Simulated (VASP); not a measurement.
# BaTiO3 (P4mm) in VASP: notebook

BaTiO3 is run at these levels: PBEsol, PBE; tasks: single point, relaxation of shape and atoms at fixed volume.

All numbers are computed with VASP 6.6.1; they aren't measurements. Logs are shortened: lines on timing, memory, paths and dates and some standing lists are left out, and cuts for length are marked.

**1. The cell of the first run**

The structure is tetragonal, space group P4mm (No. 99). Conventional cell: a = 3.985 Å, b = 3.985 Å, c = 4.202 Å, α = 90.00°, β = 90.00°, γ = 90.00°. Within 3.7 Å of Ba (site symmetry 4mm) lie 12 O at 2.80 to 2.99 Å and 8 Ti at 3.47 to 3.56 Å. Ti (site symmetry 4mm) has 6 O at 1.81 to 2.39 Å within 2.4 Å. O (site symmetry 4mm) has 2 Ti at 1.81 to 2.39 Å within 2.4 Å. Within 3.0 Å of O (site symmetry 2mm) lie 2 Ti at 2.00 Å and 4 Ba at 2.80 to 2.99 Å and 8 O at 2.82 to 2.96 Å.

**2. Single point, PBEsol**

INCAR

```
SYSTEM = BaTiO3
PREC     = Accurate       ! precision mode
ENCUT    = 520            ! plane-wave cutoff, eV
EDIFF    = 1E-6           ! SCF threshold, eV
ISMEAR   = 0              ! smearing method
SIGMA    = 0.02           ! smearing width, eV
LREAL    = .FALSE.        ! projectors in reciprocal space
LASPH    = .TRUE.         ! aspherical terms in the spheres
NELM     = 60             ! most SCF steps
ALGO     = Normal         ! electronic algorithm
ISIF     = 2              ! what is computed and relaxed
LWAVE    = .FALSE.        ! write WAVECAR
LCHARG   = .FALSE.        ! write CHGCAR
GGA      = PS             ! functional
NBANDS   = 28             ! bands
```

KPOINTS

```
Automatic mesh
0
G
  8 8 8
  0 0 0
```

POSCAR

```
BaTiO3
1.0
    3.9852569514      0.0000000000      0.0000000000
    0.0000000000      3.9852569514      0.0000000000
    0.0000000000      0.0000000000      4.2022181556
Ba Ti O
1 1 3
Direct
    0.0000000000      0.0000000000     -0.0106980007
    0.5000000000      0.5000000000      0.4720516320
    0.5000000000      0.5000000000      0.0408797620
    0.5000000000      0.0000000000      0.5203833034
    0.0000000000      0.5000000000      0.5203833034
```

Potentials or basis: VASP PAW PBE potentials, release 64 (Ba_sv, Ti_sv, O).

Launch:

```sh
> cat potpaw_PBE.64/Ba_sv/POTCAR potpaw_PBE.64/Ti_sv/POTCAR potpaw_PBE.64/O/POTCAR > POTCAR
> mpirun -np 1 vasp_std > vasp.out
```

OUTCAR:

```text
SYSTEM = BaTiO3
   PREC = Accurate
   ENCUT = 520
   EDIFF = 1E-6
   ISMEAR = 0
   LREAL = .FALSE.
   LASPH = .TRUE.
   NELM = 60
   ISIF = 2
   GGA = PS

 ion  position               nearest neighbor table
   1  0.000  0.000  0.989-   4 2.80   5 2.80   5 2.80   4 2.80   3 2.83   3 2.83   3 2.83   3 2.83
                             4 2.99   5 2.99   5 2.99   4 2.99   2 3.47   2 3.47   2 3.47   2 3.47
   2  0.500  0.500  0.472-   3 1.81   4 2.00   5 2.00   4 2.00   5 2.00   3 2.39   1 3.47   1 3.47
                             1 3.47   1 3.47   1 3.56   1 3.56   1 3.56   1 3.56
   3  0.500  0.500  0.041-   2 1.81   2 2.39   1 2.83   1 2.83   1 2.83   1 2.83
   4  0.500  0.000  0.520-   2 2.00   2 2.00   1 2.80   1 2.80   1 2.99   1 2.99
   5  0.000  0.500  0.520-   2 2.00   2 2.00   1 2.80   1 2.80   1 2.99   1 2.99

  LATTYP: Found a simple tetragonal cell.
 ALAT       =     3.9852569514
 C/A-ratio  =     1.0544409575

  Lattice vectors:

 A1 = (   3.9852569514,   0.0000000000,   0.0000000000)
 A2 = (   0.0000000000,   3.9852569514,   0.0000000000)
 A3 = (   0.0000000000,   0.0000000000,   4.2022181556)

Analysis of symmetry for initial positions (statically):
=====================================================================
 Subroutine PRICEL returns:
 Original cell was already a primitive cell.

 Routine SETGRP: Setting up the symmetry group for a
 simple tetragonal supercell.

 Subroutine GETGRP returns: Found  8 space group operations
 (whereof  8 operations were pure point group operations)
 out of a pool of 16 trial point group operations.

The static configuration has the point symmetry C_4v.

Analysis of symmetry for dynamics (positions and initial velocities):
=====================================================================
 Subroutine PRICEL returns:
 Original cell was already a primitive cell.

 Routine SETGRP: Setting up the symmetry group for a
 simple tetragonal supercell.

 Subroutine GETGRP returns: Found  8 space group operations
 (whereof  8 operations were pure point group operations)
 out of a pool of 16 trial point group operations.

The dynamic configuration has the point symmetry C_4v.

 Subroutine INISYM returns: Found  8 space group operations
 (whereof  8 operations are pure point group operations),
 and found     1 'primitive' translations

----------------------------------------------------------------------------------------

                                     Primitive cell

  volume of cell :      66.7408

  direct lattice vectors                    reciprocal lattice vectors
     3.985256951  0.000000000  0.000000000     0.250924849  0.000000000  0.000000000
     0.000000000  3.985256951  0.000000000     0.000000000  0.250924849  0.000000000
     0.000000000  0.000000000  4.202218156     0.000000000  0.000000000  0.237969559

  length of vectors
     3.985256951  3.985256951  4.202218156     0.250924849  0.250924849  0.237969559

  position of ions in fractional coordinates (direct lattice)
     0.000000000  0.000000000  0.989301999
     0.500000000  0.500000000  0.472051632
     0.500000000  0.500000000  0.040879762
     0.500000000  0.000000000  0.520383303
     0.000000000  0.500000000  0.520383303

  ion indices of the primitive-cell ions
   primitive index   ion index
                 1           1
                 2           2
                 3           3
                 4           4
                 5           5

----------------------------------------------------------------------------------------

 KPOINTS: Automatic mesh

Automatic generation of k-mesh.
 Grid dimensions read from file:
 generate k-points for:    8    8    8

 Generating k-lattice:

  Cartesian coordinates                     Fractional coordinates (reciprocal lattice)
     0.031365606  0.000000000  0.000000000     0.125000000  0.000000000  0.000000000
     0.000000000  0.031365606  0.000000000     0.000000000  0.125000000  0.000000000
     0.000000000  0.000000000  0.029746195     0.000000000  0.000000000  0.125000000

  Length of vectors
     0.031365606  0.031365606  0.029746195

  Shift w.r.t. Gamma in fractional coordinates (k-lattice)
     0.000000000  0.000000000  0.000000000

 Subroutine IBZKPT returns following result:
 ===========================================

 Found     75 irreducible k-points:

 Following reciprocal coordinates:
            Coordinates               Weight
  0.000000  0.000000  0.000000      1.000000
  0.125000  0.000000  0.000000      4.000000
  0.250000  0.000000  0.000000      4.000000
  0.375000  0.000000  0.000000      4.000000
  0.500000  0.000000  0.000000      2.000000
  0.125000  0.125000  0.000000      4.000000
[... 16 lines left out ...]
  0.375000  0.125000  0.125000     16.000000
  0.500000  0.125000  0.125000      8.000000
 [... further k-points ...]
   k-points           NKPTS =     75   k-points in BZ     NKDIM =     75   number of bands    NBANDS=     28
   number of dos      NEDOS =    301   number of ions     NIONS =      5
   total plane-waves  NPLWV =  28800
   dimension x,y,z NGX =    30 NGY =   30 NGZ =   32
   dimension x,y,z NGXF=    60 NGYF=   60 NGZF=   64
   ions per type =               1   1   3
   NGX,Y,Z   is equivalent  to a cutoff of  12.51, 12.51, 12.66 a.u.
   NGXF,Y,Z  is equivalent  to a cutoff of  25.03, 25.03, 25.32 a.u.
 SYSTEM =  BaTiO3
   PREC   = accura    normal or accurate (medium, high low for compatibility)
   ISTART =      0    job   : 0-new  1-cont  2-samecut
   ICHARG =      2    charge: 1-file 2-atom 10-const
   ISPIN  =      1    spin polarized calculation?
   LNONCOLLINEAR =      F non collinear calculations
   LSORBIT =      F    spin-orbit coupling
   LASPH  =      T    aspherical Exc in radial PAW
   ENCUT  =  520.0 eV  38.22 Ry    6.18 a.u.   7.41  7.41  7.81*2*pi/ulx,y,z
   NELM   =     60;   NELMIN=  2; NELMDL= -5     # of ELM steps
   EDIFF  = 0.1E-05   stopping-criterion for ELM
   LREAL  =      F    real-space projection
   EDIFFG = 0.1E-04   stopping-criterion for IOM
   NSW    =      0    number of steps for IOM
   IBRION =     -1    ionic relax: 0-MD 1-quasi-New 2-CG
   NFREE  =      0    steps in history (QN), initial steepest desc. (CG)
   ISIF   =      2    stress and relaxation
   ISYM   =      2    0-nonsym 1-usesym 2-fastsym
   POTIM  = 0.5000    time-step for ionic-motion
   TEBEG  =    0.0;   TEEND  =   0.0 temperature during run
   PSTRESS=    0.0 pullay stress
   NELECT =      40.0000    total number of electrons
   NUPDOWN=      -1.0000    fix difference up-down
   EMIN   =  10.00;   EMAX   =-10.00  energy-range for DOS
   EFERMI =   0.00;   METHOD = LEGACY
   ISMEAR =     0;   SIGMA  =   0.02  broadening in eV -4-tet -1-fermi 0-gaus
   EFERMI_NEDOS =   21; number of points for ismear=-14 and -15
   IALGO  =     38    algorithm
   IMIX   =      4    mixing-type and parameters
     AMIX     =   0.40;   BMIX     =  1.00
     AMIX_MAG =   1.60;   BMIX_MAG =  1.00
  volume/ion in A,a.u.               =      13.35        90.08
  Fermi-wavevector in a.u.,A,eV,Ry     =   1.380271  2.608334 25.921118  1.905148
  Thomas-Fermi vector in A             =   2.505164
   LORBIT       =      0    0 simple, 1 ext, 2 COOP (PROOUT), +10 PAW based schemes
   GGA     = PS    functional components
   LHFCALC =     F    Hartree Fock is set to
   AEXX    =    0.0000 exact exchange contribution
   IVDW    =     0    specifies the selected vdW correction
   LEPSILON=     F    determine dielectric tensor
   LRPA    =     F    only Hartree local field effects (RPA)
 non-spin polarized calculation
 Gauss-broadening in eV      SIGMA  =   0.02
  energy-cutoff  :      520.00
  volume of cell :       66.74
 maximum number of plane-waves:      1824
 NGX is ok and might be reduce to    30
   NGX = 15   NGY = 15   NGZ = 15

 number of electron      39.9999983 magnetization

 Free energy of the ion-electron system (eV)
  ---------------------------------------------------
  ext. energy  EPLUGINS =         0.00000000
  ---------------------------------------------------
  free energy    TOTEN  =       -41.96779874 eV

  energy without entropy =      -41.96779874  energy(sigma->0) =      -41.96779874

 E-fermi :   3.7067     XC(G=0): -11.2810

 val. band max:        3.6015649560   @ k =   0.5000   0.5000   0.5000
 cond. band min:       5.3452976895   @ k =   0.0000   0.0000   0.0000
 fundamental gap:      1.7437327335
 Fermi energy:         3.7067279506

 k-point     1 :       0.0000    0.0000    0.0000
  band No.  band energies     occupation
      1     -52.7860      2.00000
      2     -29.2361      2.00000
      3     -29.0950      2.00000
      4     -29.0950      2.00000
      5     -21.5308      2.00000
      6     -13.3353      2.00000
[... 20 lines left out ...]
     27       8.5497      0.00000
     28      10.0628      0.00000

 k-point     2 :       0.1250    0.0000    0.0000
  band No.  band energies     occupation
      1     -52.7859      2.00000
      2     -29.2358      2.00000
      3     -29.1031      2.00000
      4     -29.0947      2.00000
      5     -21.5147      2.00000
      6     -13.3397      2.00000
[... 20 lines left out ...]
     27       8.8457      0.00000
     28      10.4463      0.00000

 k-point     3 :       0.2500    0.0000    0.0000
  band No.  band energies     occupation
      1     -52.7855      2.00000
      2     -29.2350      2.00000
      3     -29.1225      2.00000
      4     -29.0939      2.00000
      5     -21.4752      2.00000
      6     -13.3923      2.00000
[... 20 lines left out ...]
     27       9.5677      0.00000
     28      11.4360      0.00000

 k-point     4 :       0.3750    0.0000    0.0000
  band No.  band energies     occupation
      1     -52.7851      2.00000
      2     -29.2341      2.00000
      3     -29.1419      2.00000
      4     -29.0932      2.00000
      5     -21.4350      2.00000
      6     -13.4847      2.00000
[... 578 lines left out ...]
     27       9.9178      0.00000
     28      11.2591      0.00000

 k-point    23 :       0.3750    0.1250    0.1250
  band No.  band energies     occupation
      1     -52.7848      2.00000
      2     -29.2380      2.00000
      3     -29.1411      2.00000
      4     -29.1010      2.00000
      5     -21.4165      2.00000
      6     -13.3732      2.00000
[... 20 lines left out ...]
     27      10.7166      0.00000
     28      11.7107      0.00000

 k-point    24 :       0.5000    0.1250    0.1250
  band No.  band energies     occupation
      1     -52.7847      2.00000
      2     -29.2376      2.00000
      3     -29.1491      2.00000
      4     -29.1006      2.00000
      5     -21.4010      2.00000
      6     -13.4042      2.00000
[... 20 lines left out ...]
     27      11.0862      0.00000
     28      11.8832      0.00000

 [... further k-points ...]
[... 5 lines left out ...]
  --------------------------------------------------------------------------------------
  -------------------------------------------------------------------------------------
  Total       -1.8081946     -1.8081946     -1.7005037      0.0000000      0.0000000      0.0000000
  in kB      -43.4074723    -43.4074723    -40.8222465      0.0000000      0.0000000      0.0000000
  external PRESSURE =     -42.5457304 kB  Pullay stress =       0.0000000 kB

 VOLUME and BASIS-vectors are now :
 -----------------------------------------------------------------------------
  energy-cutoff  :      520.00
  volume of cell :       66.74
      direct lattice vectors                 reciprocal lattice vectors
     3.985256951  0.000000000  0.000000000     0.250924849  0.000000000  0.000000000
     0.000000000  3.985256951  0.000000000     0.000000000  0.250924849  0.000000000
     0.000000000  0.000000000  4.202218156     0.000000000  0.000000000  0.237969559

 POSITION                                       TOTAL-FORCE (eV/Angst)
 -----------------------------------------------------------------------------------
      0.00000      0.00000      4.15726         0.000000     -0.000000      0.018063
      1.99263      1.99263      1.98366         0.000000      0.000000      0.012426
      1.99263      1.99263      0.17179         0.000000     -0.000000      0.045696
      1.99263      0.00000      2.18676         0.000000     -0.000000     -0.038093
      0.00000      1.99263      2.18676         0.000000     -0.000000     -0.038093
 -----------------------------------------------------------------------------------
    total drift:                                0.000000      0.000000      0.000238

  FREE ENERGIE OF THE ION-ELECTRON SYSTEM (eV)
  ---------------------------------------------------
  free  energy   TOTEN  =       -41.9677987434 eV

  energy  without entropy=      -41.9677987434  energy(sigma->0) =      -41.96779874
```

It took 2.6 min on 1 thread of Oxide Virtual Turin-like, shared host; peak memory 0.24 GiB.

What came out:

- Free energy: -41.9678 eV
- Pressure: -4.3 GPa
- Largest force: 0.046 eV/Å
- Band gap on the k mesh: 1.74 eV (least direct gap 2.32 eV)

Forces in eV/Å, atoms in the order of the input:
```
Ba   0.000  0.000  0.018
Ti   0.000  0.000  0.012
O    0.000  0.000  0.046
O    0.000  0.000 -0.038
O    0.000  0.000 -0.038
```

Stress tensor (GPa, compression positive):
```
-4.34  0.00  0.00
 0.00 -4.34  0.00
 0.00  0.00 -4.08
```

Caveat: the cell stands under tension; the PAW data sets were made with another functional, which shifts forces and pressure a little; spin-orbit coupling is left out, which moves the levels of the heavy elements. A k mesh can miss the band edges.

**3. Relaxation of shape and atoms at fixed volume, PBE (12.55 Å³/atom)**

This run uses another cell than the first one, of 12.55 Å³/atom.

INCAR

```
SYSTEM = BaTiO3
PREC     = Accurate       ! precision mode
ENCUT    = 600            ! plane-wave cutoff, eV
EDIFF    = 1E-6           ! SCF threshold, eV
ISMEAR   = 0              ! smearing method
SIGMA    = 0.02           ! smearing width, eV
LREAL    = .FALSE.        ! projectors in reciprocal space
LASPH    = .TRUE.         ! aspherical terms in the spheres
NELM     = 80             ! most SCF steps
ALGO     = Normal         ! electronic algorithm
ISIF     = 4              ! what is computed and relaxed
LWAVE    = .FALSE.        ! write WAVECAR
LCHARG   = .FALSE.        ! write CHGCAR
GGA      = PE             ! functional
IBRION   = 2              ! ionic algorithm
NSW      = 50             ! ionic steps
EDIFFG   = -0.01          ! ionic threshold
```

KPOINTS

```
regular mesh
0
G
  8 8 8
  0 0 0
```

POSCAR

```
BaTiO3
1.0
    3.9318241429      0.0000000000      0.0000000000
    0.0000000000      3.9318241429      0.0000000000
    0.0000000000      0.0000000000      4.0581766633
Ba Ti O
1 1 3
Direct
    0.0000000000      0.0000000000     -0.0042612216
    0.5000000000      0.5000000000      0.4787435844
    0.5000000000      0.5000000000      0.0320673417
    0.5000000000      0.0000000000      0.5182251478
    0.0000000000      0.5000000000      0.5182251478
```

Potentials or basis: VASP PAW PBE potentials, release 64 (Ba_sv, Ti_sv, O).

Launch:

```sh
> cat potpaw_PBE.64/Ba_sv/POTCAR potpaw_PBE.64/Ti_sv/POTCAR potpaw_PBE.64/O/POTCAR > POTCAR
> mpirun -np 1 vasp_std > vasp.out
```

Run time: 10 min. Hardware: 1 thread of Oxide Virtual Turin-like, shared host; peak memory 0.26 GiB.

Results (log left out):

* Free energy: -39.9284 eV
* Energy gained by relaxing: 3.1 meV/atom
* Ionic steps: 8
* Pressure after relaxing: 8.9 GPa
* Largest force after relaxing: 0.008 eV/Å
* Band gap on the k mesh: 1.82 eV (least direct gap 2.12 eV)

Forces on the atoms (eV/Å):
```
Ba   0.000  0.000  0.008
Ti   0.000  0.000 -0.003
O    0.000  0.000 -0.006
O    0.000  0.000  0.000
O    0.000  0.000  0.000
```

Step by step:
```csv
step,energy change (eV),largest force (eV/Å),pressure (GPa),volume (Å³)
1,0.0000,0.4277,10.73,62.74
2,-0.0078,0.1025,9.80,62.74
3,-0.0080,0.1068,9.68,62.74
4,-0.0131,0.0815,9.33,62.74
5,-0.0147,0.0663,9.03,62.74
6,-0.0147,0.0642,9.05,62.74
7,-0.0155,0.0291,8.94,62.74
8,-0.0157,0.0079,8.86,62.74
```

Final structure:
```
Ba Ti O
1.0
     3.95884    0.00000    0.00000
     0.00000    3.95884    0.00000
     0.00000    0.00000    4.00298
Ba Ti O
1 1 3
Cartesian
  0.0000 0.0000 0.0091
  1.9794 1.9794 1.9581
  1.9794 1.9794 0.0871
  1.9794 0.0000 2.0611
  0.0000 1.9794 2.0611
```

Levels at points of the mesh, in eV from the valence-band top:
| k point | band 17 | band 18 | band 19 | band 20 | band 21 | band 22 | band 23 | band 24 |
| --- | --- | --- | --- | --- | --- | --- | --- | --- |
| (0.00, 0.00, 0.00) | -1.20 | -0.33 | -0.30 | -0.30 | 1.82 | 2.05 | 2.05 | 4.15 |
| (0.50, 0.00, 0.00) | -1.90 | -1.77 | -0.99 | -0.88 | 2.19 | 3.63 | 3.66 | 4.19 |
| (0.50, 0.50, 0.00) | -1.78 | -0.96 | -0.96 | -0.09 | 3.68 | 3.68 | 4.08 | 4.84 |
| (0.00, 0.00, 0.50) | -1.97 | -1.97 | -0.72 | -0.72 | 1.99 | 3.64 | 3.64 | 4.16 |
| (0.50, 0.00, 0.50) | -1.73 | -0.93 | -0.91 | -0.21 | 3.65 | 3.65 | 4.03 | 5.03 |
| (0.50, 0.50, 0.50) | -2.45 | -0.12 | -0.12 | 0.00 | 4.30 | 4.30 | 4.33 | 6.65 |

Caveat: spin-orbit coupling is left out, which moves the levels of the heavy elements. A k mesh can miss the band edges.

[end of part 1 of 2]
